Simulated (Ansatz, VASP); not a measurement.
## In in VASP and in Ansatz

INCAR

```
SYSTEM = In
PREC     = Accurate       ! precision mode
ENCUT    = 520            ! plane-wave cutoff, eV
EDIFF    = 1E-6           ! SCF threshold, eV
ISMEAR   = -1             ! smearing method
SIGMA    = 0.05           ! smearing width, eV
LREAL    = .FALSE.        ! projectors in reciprocal space
LASPH    = .TRUE.         ! aspherical terms in the spheres
NELM     = 80             ! most SCF steps
ALGO     = Normal         ! electronic algorithm
ISIF     = 2              ! what is computed and relaxed
LWAVE    = .FALSE.        ! write WAVECAR
LCHARG   = .FALSE.        ! write CHGCAR
NBANDS   = 20             ! bands
```

File KPOINTS:

```
regular mesh
0
G
  9 9 5
  0 0 0
```

Contents of POSCAR:

```
In
1.0
    3.2904051372      0.0000000000      0.0000000000
   -1.6452025686      2.8495744376      0.0000000000
    0.0000000000      0.0000000000      5.4346859154
In
2
Direct
    0.6666666667      0.3333333333      0.7500000000
    0.3333333333      0.6666666667      0.2500000000
```

input.yaml

```yaml
crystal:
  lattice:
    - [3.2904051372, 0.0, 0.0]
    - [-1.6452025686, 2.8495744376, 0.0]
    - [0.0, 0.0, 5.4346859154]
  atoms:
    - { symbol: In, position: [0.6666666667, 0.3333333333, 0.75] }
    - { symbol: In, position: [0.3333333333, 0.6666666667, 0.25] }
kpoints:
  mp_grid: { grid: [9, 9, 5] }
scf:
  occupations: { method: fermi_dirac, width: 0.05 }
hamiltonian:
  xc: lda
  pseudopotentials: { kind: all_electron, lapw: { basis_error: 0.001 } }
output:
  forces: true
  stress: true
  eigenvalues: true
```

Change from the starting cell: volume scaled by 0.96.

Alike in both runs: task single point; functional LDA; k mesh 9 × 9 × 5; occupations fermi-dirac, width 0.05 eV; no spin polarisation.

|  | VASP | Ansatz |
| --- | --- | --- |
| version | VASP 6.6.1 | Ansatz 0.2.0 |
| potentials or method | VASP PAW LDA potentials, release 64 (In_d), cutoff 520 eV | all-electron LAPW, scalar-relativistic |

Ansatz gave:

* gap on the k mesh at the Fermi level (eV): none
* pressure (GPa): -1.4
* traceless stress, the component that is largest in VASP (GPa): -0.25

Problem. Which values does VASP return?

Solution. gap on the k mesh at the Fermi level (eV): none; pressure (GPa): -1.4; traceless stress, the component that is largest in VASP (GPa): -0.30.

LDA's correlation is that of Perdew and Zunger in VASP and of Perdew and Wang (1992) in Ansatz. A gap of «none» marks a metal or a gap that the smearing closes. Ansatz ran all-electron here, and VASP with PAW potentials.
